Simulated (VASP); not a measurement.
Set up this calculation in VASP 6.6.1, as the native input.

```yaml
Task: single point
Functional: RPBE
Potentials_or_basis: VASP PAW PBE potentials, release 64 (Mg)
Cutoff: 520 eV
k_mesh: 9 × 9 × 9
Occupations: fermi-dirac, width 0.1 eV
Spin: no spin polarisation
Dipole_correction: no
Further_INCAR_settings: ALGO = Normal; EDIFF = 1e-07; NBANDS = 9
```

The structure of Mg lies in POSCAR:

```
Mg
1.0
    0.0000000000      3.4851414199      3.4851414199
    3.4851414199      0.0000000000      3.4851414199
    3.4851414199      3.4851414199      0.0000000000
Mg
2
Direct
    0.1250000000      0.1250000000      0.1250000000
    0.8750000000      0.8750000000      0.8750000000
```

The input as run:

INCAR

```
  PREC = Accurate
  ENCUT = 520
  EDIFF = 1E-7
  ISMEAR = -1
  SIGMA = 0.1
  LREAL = F
  LASPH = T
  NELM = 100
  ALGO = Normal
  ISIF = 2
  LWAVE = F
  LCHARG = F
  GGA = RP
  NBANDS = 9
```

KPOINTS

```
regular mesh
0
Gamma
  9 9 9
```

Potentials or basis: VASP PAW PBE potentials, release 64 (Mg).

Launch:

```console
$ cat potpaw_PBE.64/Mg/POTCAR > POTCAR
$ mpirun -np 1 vasp_std > vasp.out
```

It gave:

```yaml
Pressure: 0.0 GPa
Band_gap_on_the_k_mesh: zero (band 2 reaches 3.11 eV, above the bottom of band 3 at -0.37 eV)
```

Caveat: the PAW data sets were made with another functional, which shifts forces and pressure a little.

Run time: 18 s on 1 thread of Intel(R) Xeon(R) 6975P-C (Granite Rapids) (shared host), peak memory 0.23 GiB.
